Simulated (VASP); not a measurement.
Here is a VASP 6.6.1 calculation.

File INCAR:

```
SYSTEM = InSb
  PREC = Accurate
  ENCUT = 600
  EDIFF = 1E-6
  ISMEAR = -1
  SIGMA = 0.1
  LREAL = .False.
  LASPH = .True.
  NELM = 60
  ALGO = Normal
  ISIF = 3
  LWAVE = .False.
  LCHARG = .False.
  GGA = PS
  IBRION = 2
  NSW = 100
  EDIFFG = -0.002
  PSTRESS = 10.0
```

The input KPOINTS:

```
regular mesh
0
Gamma
  12 12 12
  0 0 0
```

File POSCAR:

```
InSb
1.0
    0.0000000000      3.2600996144      3.2600996144
    3.2600996144      0.0000000000      3.2600996144
    3.2600996144      3.2600996144      0.0000000000
In Sb
1 1
Direct
    0.0000000000      0.0000000000      0.0000000000
    0.7500000000      0.7500000000      0.7500000000
```

Potentials or basis: VASP PAW PBE potentials, release 64 (In_d, Sb).

Command:

```bash
$ cat potpaw_PBE.64/In_d/POTCAR potpaw_PBE.64/Sb/POTCAR > POTCAR
$ mpirun -np 1 vasp_std > vasp.out
```

Question: Estimate the relaxed volume.

Answer: 33.91 Å³/atom.

Question: Predict the relaxed cell.

Answer: a = 4.577 Å, b = 4.577 Å, c = 4.577 Å, α = 60.00°, β = 60.00°, γ = 60.00°.

Question: Predict the band gap on the k mesh.

Answer: Zero (filled and empty bands touch).

Question: What does it give for the space group after relaxing (to 0.1 Å)?

Answer: F-43m (No. 216).

Final structure:
```yaml
crystal:
  lattice:
    - [0.00000, 3.23678, 3.23678]
    - [3.23678, 0.00000, 3.23678]
    - [3.23678, 3.23678, 0.00000]
  atoms:
    - { symbol: In, position: [0.00000, 0.00000, 0.00000] }
    - { symbol: Sb, position: [0.75000, 0.75000, 0.75000] }
```

Caveat: the cell is relaxed towards a set pressure, so the run minimises the enthalpy, not the energy; semilocal functionals underestimate gaps, and a narrow one can read as zero; the PAW data sets were made with another functional, which shifts forces and pressure a little; spin-orbit coupling is left out, which moves the levels of the heavy elements.
